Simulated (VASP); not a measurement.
Write the native input for VASP 6.6.1 that does the following.

```yaml
Task: single point
Functional: PBEsol
Potentials_or_basis: VASP PAW PBE potentials, release 64 (Si, C)
Cutoff: 520 eV
k_mesh: 6 × 6 × 4
Occupations: gaussian, width 0.01 eV
Spin: no spin polarisation
Dipole_correction: no
Further_INCAR_settings: ALGO = Normal; EDIFF = 1e-06; NBANDS = 16
```

The structure of SiC lies in POSCAR:

```
SiC
1.0
    3.0753564236      0.0000000000      0.0000000000
   -1.5376782118      2.6633367885      0.0000000000
    0.0000000000      0.0000000000      5.0481087552
Si C
2 2
Direct
    0.3333333333      0.6666666667      0.4995917705
    0.6666666667      0.3333333333      0.9995917705
    0.3333333333      0.6666666667      0.8754082295
    0.6666666667      0.3333333333      0.3754082295
```

These files were run (other wordings do the same):

INCAR

```
SYSTEM = SiC
PREC = Accurate
ENCUT = 520
EDIFF = 1E-6
ISMEAR = 0
SIGMA = 0.01
LREAL = .False.
LASPH = .True.
NELM = 80
ALGO = Normal
ISIF = 2
LWAVE = .False.
LCHARG = .False.
GGA = PS
NBANDS = 16
```

KPOINTS

```
regular mesh
0
Gamma
  6 6 4
  0 0 0
```

Potentials or basis: VASP PAW PBE potentials, release 64 (Si, C).

Launch:

```bash
$ cat potpaw_PBE.64/Si/POTCAR potpaw_PBE.64/C/POTCAR > POTCAR
$ mpirun -np 1 vasp_std > vasp.out
```

It gave:

* Pressure: 0.4 GPa
* Largest force: 0.004 eV/Å
* Band gap on the k mesh: 2.11 eV (least direct gap 3.85 eV)

Caveat: the PAW data sets were made with another functional, which shifts forces and pressure a little.

Run time: 5.4 s on 1 thread of Intel(R) Xeon(R) 6975P-C (Granite Rapids) (shared host), peak memory 0.15 GiB.
